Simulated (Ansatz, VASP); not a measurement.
# Ba: VASP beside Ansatz

```
Ba
1.0
     3.84390    0.00000    0.00000
     0.00000    3.84390    0.00000
     0.00000    0.00000    3.84390
Ba
1
Cartesian
  0.0000 0.0000 0.0000
```

Alike in both runs: task single point; functional LDA; k mesh 10 × 10 × 10; occupations fermi-dirac, width 0.1 eV; no spin polarisation.

|  | VASP | Ansatz |
| --- | --- | --- |
| version | VASP 6.6.1 | Ansatz 0.2.0 |
| potentials or method | VASP PAW LDA potentials, release 64 (Ba_sv), cutoff 520 eV | plane waves (420 eV) with PAW, scalar-relativistic |
| valence electrons in the cell | 10 | 10 |

Ansatz gave:

- pressure (GPa): -0.8

**Question.** Which values does VASP return?

**Answer.** Pressure (GPa): -0.7.

Ansatz warns that its potentials were made for another functional, while VASP's fit it. LDA's correlation is that of Perdew and Zunger in VASP and of Perdew and Wang (1992) in Ansatz.

Spin-orbit coupling is off throughout.
